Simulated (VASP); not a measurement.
# ZrB2 (P6/mmm) in VASP: further runs

The runs below take ZrB2 through single point, relaxation of cell and atoms, with LDA.

Everything below comes from runs of VASP 6.6.1. Logs are shortened: lines on timing, memory, paths and dates and some standing lists are left out, and cuts for length are marked.

## Step 1: The cell of the first run

Symmetry: P6/mmm, No. 191, hexagonal system. The conventional cell has a = 3.133 Å, b = 3.133 Å, c = 3.489 Å, α = 90.00°, β = 90.00°, γ = 120.00°. Zr (site symmetry 6/mmm) has 12 B at 2.51 Å and 6 Zr at 3.13 Å within 3.3 Å. B (site symmetry -6m2) has 3 B at 1.81 Å within 2.4 Å.

## Step 2: Single point, LDA

The input, INCAR:

```
SYSTEM = ZrB2
  ALGO = Normal
  EDIFF = 1E-7
  ENCUT = 520
  ISIF = 2
  ISMEAR = -1
  LASPH = .True.
  LCHARG = .False.
  LREAL = .False.
  LWAVE = .False.
  NBANDS = 16
  NELM = 100
  PREC = Accurate
  SIGMA = 0.15
```

The input, KPOINTS:

```
k-points
0
Gamma
  15 15 12
  0 0 0
```

The input, POSCAR:

```
ZrB2
1.0
    3.1333544279      0.0000000000      0.0000000000
   -1.5666772140      2.7135645337      0.0000000000
    0.0000000000      0.0000000000      3.4889746553
Zr B
1 2
Direct
    0.0000000000      0.0000000000      0.0000000000
    0.3333333333      0.6666666667      0.5000000000
    0.6666666667      0.3333333333      0.5000000000
```

Potentials or basis: VASP PAW LDA potentials, release 64 (Zr_sv, B).

Launch:

```console
cat potpaw_LDA.64/Zr_sv/POTCAR potpaw_LDA.64/B/POTCAR > POTCAR
mpirun -np 1 vasp_std > vasp.out
```

OUTCAR:

```text
SYSTEM = ZrB2
   EDIFF = 1E-7
   ENCUT = 520
   ISIF = 2
   ISMEAR = -1
   LASPH = .True.
   LREAL = .False.
   NELM = 100
   PREC = Accurate

 ion  position               nearest neighbor table
   1  0.000  0.000  0.000-   2 2.51   3 2.51   2 2.51   3 2.51   3 2.51   3 2.51   2 2.51   2 2.51
                             3 2.51   3 2.51   2 2.51   2 2.51
   2  0.333  0.667  0.500-   3 1.81   3 1.81   3 1.81   1 2.51   1 2.51   1 2.51   1 2.51   1 2.51
                             1 2.51
   3  0.667  0.333  0.500-   2 1.81   2 1.81   2 1.81   1 2.51   1 2.51   1 2.51   1 2.51   1 2.51
                             1 2.51

  LATTYP: Found a hexagonal cell.
 ALAT       =     3.1333544279
 C/A-ratio  =     1.1134950532

  Lattice vectors:

 A1 = (   3.1333544279,   0.0000000000,   0.0000000000)
 A2 = (  -1.5666772140,   2.7135645337,   0.0000000000)
 A3 = (   0.0000000000,   0.0000000000,   3.4889746553)

Analysis of symmetry for initial positions (statically):
=====================================================================
 Subroutine PRICEL returns:
 Original cell was already a primitive cell.

 Routine SETGRP: Setting up the symmetry group for a
 hexagonal supercell.

 Subroutine GETGRP returns: Found 24 space group operations
 (whereof 24 operations were pure point group operations)
 out of a pool of 24 trial point group operations.

The static configuration has the point symmetry D_6h.

Analysis of symmetry for dynamics (positions and initial velocities):
=====================================================================
 Subroutine PRICEL returns:
 Original cell was already a primitive cell.

 Routine SETGRP: Setting up the symmetry group for a
 hexagonal supercell.

 Subroutine GETGRP returns: Found 24 space group operations
 (whereof 24 operations were pure point group operations)
 out of a pool of 24 trial point group operations.

The dynamic configuration has the point symmetry D_6h.

 Subroutine INISYM returns: Found 24 space group operations
 (whereof 24 operations are pure point group operations),
 and found     1 'primitive' translations

----------------------------------------------------------------------------------------

                                     Primitive cell

  volume of cell :      29.6652

  direct lattice vectors                    reciprocal lattice vectors
     3.133354428  0.000000000  0.000000000     0.319146788  0.184259484  0.000000000
    -1.566677214  2.713564534  0.000000000     0.000000000  0.368518967  0.000000000
     0.000000000  0.000000000  3.488974655     0.000000000  0.000000000  0.286617158

  length of vectors
     3.133354428  3.133354428  3.488974655     0.368518967  0.368518967  0.286617158

  position of ions in fractional coordinates (direct lattice)
[... 81 lines left out ...]
   EDIFF  = 0.1E-06   stopping-criterion for ELM
   LREAL  =      F    real-space projection
   EDIFFG = 0.1E-05   stopping-criterion for IOM
   NSW    =      0    number of steps for IOM
   IBRION =     -1    ionic relax: 0-MD 1-quasi-New 2-CG
   NFREE  =      0    steps in history (QN), initial steepest desc. (CG)
   ISIF   =      2    stress and relaxation
   ISYM   =      2    0-nonsym 1-usesym 2-fastsym
   POTIM  = 0.5000    time-step for ionic-motion
   TEBEG  =    0.0;   TEEND  =   0.0 temperature during run
   PSTRESS=    0.0 pullay stress
   NELECT =      18.0000    total number of electrons
   NUPDOWN=      -1.0000    fix difference up-down
   EMIN   =  10.00;   EMAX   =-10.00  energy-range for DOS
   EFERMI =   0.00;   METHOD = LEGACY
   ISMEAR =    -1;   SIGMA  =   0.15  broadening in eV -4-tet -1-fermi 0-gaus
   EFERMI_NEDOS =   21; number of points for ismear=-14 and -15
   IALGO  =     38    algorithm
   IMIX   =      4    mixing-type and parameters
     AMIX     =   0.40;   BMIX     =  1.00
     AMIX_MAG =   1.60;   BMIX_MAG =  1.00
  volume/ion in A,a.u.               =       9.89        66.73
  Fermi-wavevector in a.u.,A,eV,Ry     =   1.385957  2.619079 26.135125  1.920878
  Thomas-Fermi vector in A             =   2.510318
   LORBIT       =      0    0 simple, 1 ext, 2 COOP (PROOUT), +10 PAW based schemes
   GGA     = CA    functional components
   LHFCALC =     F    Hartree Fock is set to
   AEXX    =    0.0000 exact exchange contribution
   IVDW    =     0    specifies the selected vdW correction
   LEPSILON=     F    determine dielectric tensor
   LRPA    =     F    only Hartree local field effects (RPA)
 non-spin polarized calculation
  energy-cutoff  :      520.00
  volume of cell :       29.67
 maximum number of plane-waves:       820
 NGX is ok and might be reduce to    24
   NGX = 11   NGY = 11   NGZ = 13

 number of electron      18.0000000 magnetization

 Free energy of the ion-electron system (eV)
  ---------------------------------------------------
  ext. energy  EPLUGINS =         0.00000000
  ---------------------------------------------------
  free energy    TOTEN  =       -27.49162223 eV

  energy without entropy =      -27.47082036  energy(sigma->0) =      -27.48122130

 E-fermi :  10.8414     XC(G=0): -12.7535

 val. band max:       10.8265161850   @ k =   0.0667   0.0667   0.4167
 cond. band min:      10.8657523227   @ k =   0.4000   0.1333   0.0000
 fundamental gap:      0.0392361378
 Fermi energy:        10.8414424395

 k-point     1 :       0.0000    0.0000    0.0000
  band No.  band energies     occupation
      1     -37.3633      2.00000
      2     -15.7292      2.00000
      3     -15.1074      2.00000
      4     -15.1074      2.00000
      5      -1.8552      2.00000
      6       8.1646      2.00000
[... 433 lines left out ...]
      3     -15.5954      2.00000
      4     -15.5111      2.00000
      5       2.5000      2.00000
      6       2.7682      2.00000
[... 8 lines left out ...]
     15      20.6808      0.00000
     16      20.9062      0.00000

 [... further k-points ...]
[... 5 lines left out ...]
  --------------------------------------------------------------------------------------
  -------------------------------------------------------------------------------------
  Total        0.0818642      0.0818642      0.0878269     -0.0000000     -0.0000000      0.0000000
  in kB        4.4213710      4.4213710      4.7434121     -0.0000000     -0.0000000      0.0000000
  external PRESSURE =       4.5287180 kB  Pullay stress =       0.0000000 kB

 VOLUME and BASIS-vectors are now :
 -----------------------------------------------------------------------------
  energy-cutoff  :      520.00
  volume of cell :       29.67
      direct lattice vectors                 reciprocal lattice vectors
     3.133354428  0.000000000  0.000000000     0.319146788  0.184259484  0.000000000
    -1.566677214  2.713564534  0.000000000     0.000000000  0.368518967  0.000000000
     0.000000000  0.000000000  3.488974655     0.000000000  0.000000000  0.286617158

 POSITION                                       TOTAL-FORCE (eV/Angst)
 -----------------------------------------------------------------------------------
      0.00000      0.00000      0.00000        -0.000000      0.000000      0.000000
     -0.00000      1.80904      1.74449        -0.000000      0.000000      0.000000
      1.56668      0.90452      1.74449         0.000000      0.000000      0.000000
 -----------------------------------------------------------------------------------
    total drift:                               -0.000000      0.000000     -0.000000

  FREE ENERGIE OF THE ION-ELECTRON SYSTEM (eV)
  ---------------------------------------------------
  free  energy   TOTEN  =       -27.4916222302 eV

  energy  without entropy=      -27.4708203602  energy(sigma->0) =      -27.48122130
```

stdout:

```text
POSCAR found type information on POSCAR ZrB
 POSCAR found :  2 types and       3 ions
 scaLAPACK will be used
 LDA part: xc-table for (Slater(with rela. corr.)+CA(PZ))
 , standard interpolation
 POSCAR, INCAR and KPOINTS ok, starting setup
 FFT: planning ... GRIDC
 FFT: planning ... GRID_SOFT
 FFT: planning ... GRID
 WAVECAR not read
 entering main loop
```

Wall time 33 s (1 thread of Intel Xeon Platinum 8559C (Emerald Rapids), shared host); peak memory 0.2 GiB.

What came out:

```yaml
Free_energy: -27.4916 eV
Pressure: 0.5 GPa
Band_gap_on_the_k_mesh: zero (bands 9 and 10 overlap by 1.03 eV)
```

Levels at points of the mesh, in eV from the Fermi level:
| k point | band 6 | band 7 | band 8 | band 9 | band 10 | band 11 | band 12 | band 13 |
| --- | --- | --- | --- | --- | --- | --- | --- | --- |
| (0.00, 0.00, 0.00) | -2.68 | -2.68 | -2.65 | -2.24 | 3.56 | 3.56 | 4.36 | 4.36 |
| (0.00, 0.00, 0.50) | -6.98 | -0.95 | -0.95 | 0.35 | 0.35 | 0.82 | 0.82 | 1.92 |

## Step 3: Relaxation of cell and atoms, LDA

The input, INCAR:

```
ALGO = Normal ; EDIFF = 1E-7
EDIFFG = -0.001 ; ENCUT = 600
IBRION = 2 ; ISIF = 3
ISMEAR = -1 ; LASPH = T
LCHARG = F ; LREAL = F
LWAVE = F ; NELM = 80
NSW = 80 ; PREC = Accurate
SIGMA = 0.15
```

The input, KPOINTS:

```
k-points
0
Gamma
  15 15 12
```

The input, POSCAR:

```
ZrB2
1.0
    3.1327746474      0.0000000000      0.0000000000
   -1.5663873237      2.7130624289      0.0000000000
    0.0000000000      0.0000000000      3.4894106558
Zr B
1 2
Direct
    0.0000000000      0.0000000000      0.0000000000
    0.3333333333      0.6666666667      0.5000000000
    0.6666666667      0.3333333333      0.5000000000
```

Potentials or basis: VASP PAW LDA potentials, release 64 (Zr_sv, B).

Launch:

```console
cat potpaw_LDA.64/Zr_sv/POTCAR potpaw_LDA.64/B/POTCAR > POTCAR
mpirun -np 1 vasp_std > vasp.out
```

Run time: 97 s. Hardware: 1 thread of Intel Xeon Platinum 8559C (Emerald Rapids), shared host; peak memory 0.22 GiB.

Results (log left out):

```
Free energy                           : -27.4931 eV
Relaxed volume                        : 9.91 Å³/atom
Relaxed cell                          : a = 3.135 Å, b = 3.135 Å, c = 3.491 Å, α = 90.00°, β = 90.00°, γ = 120.00°
Space group after relaxing (to 0.1 Å) : P6/mmm (No. 191)
Energy gained by relaxing             : 0.0 meV/atom
Ionic steps                           : 3
Pressure after relaxing               : 0.0 GPa
Band gap on the k mesh                : zero (bands 9 and 10 overlap by 1.03 eV)
```

Final structure:
```cif
data_structure
_symmetry_space_group_name_H-M 'P 1'
_symmetry_Int_Tables_number 1
_cell_length_a 3.1349
_cell_length_b 3.1349
_cell_length_c 3.4915
_cell_angle_alpha 90.000
_cell_angle_beta 90.000
_cell_angle_gamma 120.000
_cell_volume 29.72
loop_
_atom_site_label
_atom_site_type_symbol
_atom_site_fract_x
_atom_site_fract_y
_atom_site_fract_z
_atom_site_occupancy
Zr1 Zr 0.00000 0.00000 0.00000 1
B1 B 0.33333 0.66667 0.50000 1
B2 B 0.66667 0.33333 0.50000 1
```

Levels at points of the mesh, in eV from the Fermi level:
```
           k point  band 5  band 6  band 7  band 8  band 9  band 10  band 11  band 12  band 13
(0.00, 0.00, 0.00)  -12.69   -2.67   -2.67   -2.64   -2.24     3.55     3.55     4.35     4.35
(0.00, 0.00, 0.50)  -10.49   -6.98   -0.95   -0.95    0.35     0.35     0.81     0.81     1.91
```

## Step 4: Relaxation of cell and atoms, LDA

The input, INCAR:

```
PREC     = Accurate       # precision mode
ENCUT    = 600            # plane-wave cutoff, eV
EDIFF    = 1E-7           # SCF threshold, eV
ISMEAR   = 0              # smearing method
SIGMA    = 0.1            # smearing width, eV
LREAL    = False          # projectors in reciprocal space
LASPH    = True           # aspherical terms in the spheres
NELM     = 80             # most SCF steps
ALGO     = Normal         # electronic algorithm
ISIF     = 3              # what is computed and relaxed
LWAVE    = False          # write WAVECAR
LCHARG   = False          # write CHGCAR
GGA      = CA             # functional
IBRION   = 2              # ionic algorithm
NSW      = 100            # ionic steps
EDIFFG   = -0.002         # ionic threshold
```

The input, KPOINTS:

```
Automatic mesh
0
Gamma
  15 15 12
```

The input, POSCAR:

```
ZrB2
1.0
    3.1356928518      0.0000000000      0.0000000000
   -1.5678464259      2.7155896681      0.0000000000
    0.0000000000      0.0000000000      3.4863225679
Zr B
1 2
Direct
    0.0000000000      0.0000000000      0.0000000000
    0.3333333333      0.6666666667      0.5000000000
    0.6666666667      0.3333333333      0.5000000000
```

Launch:

```console
cat potpaw_LDA.64/Zr_sv/POTCAR potpaw_LDA.64/B/POTCAR > POTCAR
mpirun -np 1 vasp_std > vasp.out
```

Wall time 2.5 min (1 thread of Intel Xeon Platinum 8559C (Emerald Rapids), shared host); peak memory 0.22 GiB.

Results (log left out):

| Quantity | Value |
| --- | --- |
| Free energy | -27.4842 eV |
| Relaxed volume | 9.90 Å³/atom |
| Relaxed cell | a = 3.134 Å, b = 3.134 Å, c = 3.492 Å, α = 90.00°, β = 90.00°, γ = 120.00° |
| Space group after relaxing (to 0.1 Å) | P6/mmm (No. 191) |
| Energy gained by relaxing | 0.0 meV/atom |
| Ionic steps | 7 |
| Pressure after relaxing | 0.0 GPa |
| Band gap on the k mesh | zero (bands 9 and 10 overlap by 1.03 eV) |

Final structure:
```
CELL_PARAMETERS angstrom
3.13441 0.00000 0.00000
-1.56721 2.71448 0.00000
0.00000 0.00000 3.49171
ATOMIC_POSITIONS crystal
Zr 0.00000 0.00000 0.00000
B 0.33333 0.66667 0.50000
B 0.66667 0.33333 0.50000
```

Levels at points of the mesh, in eV from the Fermi level:
```csv
k point,band 5,band 6,band 7,band 8,band 9,band 10,band 11,band 12,band 13
"(0.00, 0.00, 0.00)",-12.70,-2.68,-2.68,-2.65,-2.26,3.54,3.54,4.34,4.34
"(0.00, 0.00, 0.50)",-10.50,-6.99,-0.96,-0.96,0.34,0.34,0.80,0.80,1.90
```

## Step 5: Overview

| task | cell | cutoff (eV) | smearing | gap on the mesh (eV) | pressure (GPa) | relaxed volume (Å³/atom) |
| --- | --- | --- | --- | --- | --- | --- |
| single point | a = 3.133, b = 3.133, c = 3.489 Å, angles 90.0, 90.0, 120.0°, 3 atoms | 520 | fermi-dirac 0.15 eV | none | 0.5 | - |
| relaxation of cell and atoms | relaxed from a = 3.133, b = 3.133, c = 3.489 Å, angles 90.0, 90.0, 120.0°, 3 atoms | 600 | fermi-dirac 0.15 eV | none | 0.0 | 9.91 |
| relaxation of cell and atoms | relaxed from a = 3.136, b = 3.136, c = 3.486 Å, angles 90.0, 90.0, 120.0°, 3 atoms | 600 | gaussian 0.1 eV | none | 0.0 | 9.90 |

Alike in all rows: level LDA; potentials or basis VASP PAW LDA potentials, release 64 (Zr_sv, B); no spin polarisation; k mesh 15 × 15 × 12.

Absolute energies hang on the potentials; compare differences alone.
